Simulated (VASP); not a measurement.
The system is Na2Ag.

```
Na Ag
1.0
     4.37398    0.00000    0.00000
    -2.18699    3.78798    0.00000
     0.00000    0.00000    3.83151
Na Ag
2 1
Direct
  0.33330 0.66670 0.50000
  0.66660 0.33330 0.50000
  0.00000 0.00000 0.00000
```

```yaml
Program: VASP 6.6.1
Task: relaxation of cell and atoms
Functional: PBE
Potentials_or_basis: VASP PAW PBE potentials, release 64 (Na_pv, Ag)
Cutoff: 500 eV
k_mesh: 5 × 5 × 5
Occupations: fermi-dirac, width 0.1 eV
Spin: no spin polarisation
```

At the start: pressure 5.0 GPa; volume 21.16 Å³/atom.

Q: Where does the relaxation end?

A: Over 11 steps the energy falls by 263.5 meV/atom and the volume is 23.97 Å³/atom (+13.3 %); space group P6/mmm (No. 191, to 0.1 Å) before and after.

The path:
| step | energy change (eV) | largest force (eV/Å) | pressure (GPa) | volume (Å³) |
| --- | --- | --- | --- | --- |
| 1 | 0.0000 | 0.0007 | 4.99 | 63.48 |
| 2 | -0.2684 | 0.0004 | 2.07 | 69.65 |
| 3 | -0.4725 | 0.0001 | -1.12 | 81.22 |
| 4 | -0.4877 | 0.0001 | -1.70 | 84.61 |
| 5 | -0.6490 | 0.0001 | -1.77 | 82.31 |
| 6 | -0.5077 | 0.0002 | 0.62 | 73.15 |
| 7 | -0.7462 | 0.0001 | -1.61 | 79.66 |
| 8 | -0.7544 | 0.0001 | -1.49 | 78.71 |
| 9 | -0.7874 | 0.0001 | -0.43 | 73.55 |
| 10 | -0.7900 | 0.0001 | 0.02 | 71.84 |
| 11 | -0.7906 | 0.0001 | 0.00 | 71.91 |

Final structure:
```
Na Ag
1.0
     5.16565    0.00000    0.00000
    -2.58282    4.47383    0.00000
     0.00000    0.00000    3.11181
Na Ag
2 1
Direct
  0.33330 0.66667 0.50000
  0.66662 0.33333 0.50000
  0.99998 0.00000 0.00000
```

Caveat: a cell axis changed by over 15 % at a fixed basis, so the end point is rough.
